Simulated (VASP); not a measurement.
A run of VASP 6.6.1:

File POSCAR:

```
CdS
1.0
    0.0000000000      2.9476340568      2.9476340568
    2.9476340568      0.0000000000      2.9476340568
    2.9476340568      2.9476340568      0.0000000000
Cd S
1 1
Direct
    0.0000000000      0.0000000000      0.0000000000
    0.7500000000      0.7500000000      0.7500000000
```

Contents of INCAR.step1:

```
PREC = Accurate
ENCUT = 400
EDIFF = 1E-5
ISMEAR = -1
SIGMA = 0.05
LREAL = False
LASPH = True
NELM = 120
ALGO = Normal
ISIF = 2
LWAVE = True
GGA = PE
NBANDS = 16
GGA_COMPAT = False
```

Contents of INCAR.step2:

```
PREC = Accurate
ENCUT = 400
EDIFF = 1E-6
ISMEAR = -1
SIGMA = 0.05
LREAL = False
LASPH = True
NELM = 120
ALGO = Normal
ISIF = 2
LWAVE = False
LCHARG = True
GGA = PE
LHFCALC = True
AEXX = 0.25
HFSCREEN = 0.3
PRECFOCK = Normal
LELF = True
LVHAR = True
ISTART = 1
NBANDS = 16
GGA_COMPAT = False
```

Contents of KPOINTS:

```
Automatic mesh
0
Gamma
  4 4 4
```

Potentials or basis: VASP PAW PBE potentials, release 64 (Cd, S).

Launch:

```console
$ cat potpaw_PBE.64/Cd/POTCAR potpaw_PBE.64/S/POTCAR > POTCAR
$ cp INCAR.step1 INCAR
$ mpirun -np 1 vasp_std > vasp.out
$ cp INCAR.step2 INCAR
$ mpirun -np 1 vasp_std > vasp.out
```

Hardware: 1 thread of Intel(R) Xeon(R) 6975P-C (Granite Rapids), with other jobs on the host.

Estimate the wall time of this run.

Wall time 2.4 min on 1 thread of Intel(R) Xeon(R) 6975P-C (Granite Rapids), on a shared host, peak memory 0.25 GiB. Counts: k points 8.
